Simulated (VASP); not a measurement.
Set up this calculation in VASP 6.6.1, as the native input.

```yaml
Task: single point
Functional: r2SCAN
Potentials_or_basis: VASP PAW PBE potentials, release 64 (Ca_sv, O)
Cutoff: 520 eV
k_mesh: 10 × 10 × 10
Occupations: gaussian, width 0.01 eV
Spin: no spin polarisation
Dipole_correction: no
Further_INCAR_settings: ALGO = Normal; EDIFF = 1e-06; NBANDS = 15
```

The system is CaO.

```
CELL_PARAMETERS angstrom
0.00000 2.39755 2.39755
2.32562 0.00000 2.39755
2.32562 2.39755 0.00000
ATOMIC_POSITIONS crystal
Ca 0.00000 0.00000 0.00000
O 0.50000 0.50000 0.50000
```

This cell differs from its parent crystal: uniaxial x strain -3.0%.

The input as run:

POSCAR

```
CaO
1.0
    0.0000000000      2.3975501265      2.3975501265
    2.3256236227      0.0000000000      2.3975501265
    2.3256236227      2.3975501265      0.0000000000
Ca O
1 1
Direct
    0.0000000000      0.0000000000      0.0000000000
    0.5000000000      0.5000000000      0.5000000000
```

INCAR.step1

```
  PREC = Accurate
  ENCUT = 520
  ISMEAR = 0
  SIGMA = 0.01
  LREAL = False
  LASPH = True
  NELM = 60
  NBANDS = 15
  GGA = PE
  ALGO = Normal
  EDIFF = 1E-4
  LWAVE = True
  LCHARG = False
```

INCAR.step2

```
  PREC = Accurate
  ENCUT = 520
  EDIFF = 1E-6
  ISMEAR = 0
  SIGMA = 0.01
  LREAL = False
  LASPH = True
  NELM = 60
  ALGO = Normal
  ISIF = 2
  LWAVE = False
  LCHARG = True
  METAGGA = R2SCAN
  LMIXTAU = True
  LELF = True
  LVHAR = True
  NBANDS = 15
  ISTART = 1
```

KPOINTS

```
regular mesh
0
Gamma
  10 10 10
```

Potentials or basis: VASP PAW PBE potentials, release 64 (Ca_sv, O).

Launch:

```console
$ cat potpaw_PBE.64/Ca_sv/POTCAR potpaw_PBE.64/O/POTCAR > POTCAR
$ cp INCAR.step1 INCAR
$ mpirun -np 1 vasp_std > vasp.out
$ cp INCAR.step2 INCAR
$ mpirun -np 1 vasp_std > vasp.out
```

Results of the run:

```
Pressure               : 5.3 GPa
Band gap on the k mesh : 4.04 eV (least direct gap 4.51 eV)
```

Caveat: the cell differs from its parent crystal (uniaxial x strain -3.0%); the cell stands under pressure; the PAW data sets were made with another functional, which shifts forces and pressure a little.

Wall time 100 s on 1 thread of AMD EPYC 9R45 96-Core Processor (Zen 5) (shared host), peak memory 0.16 GiB.
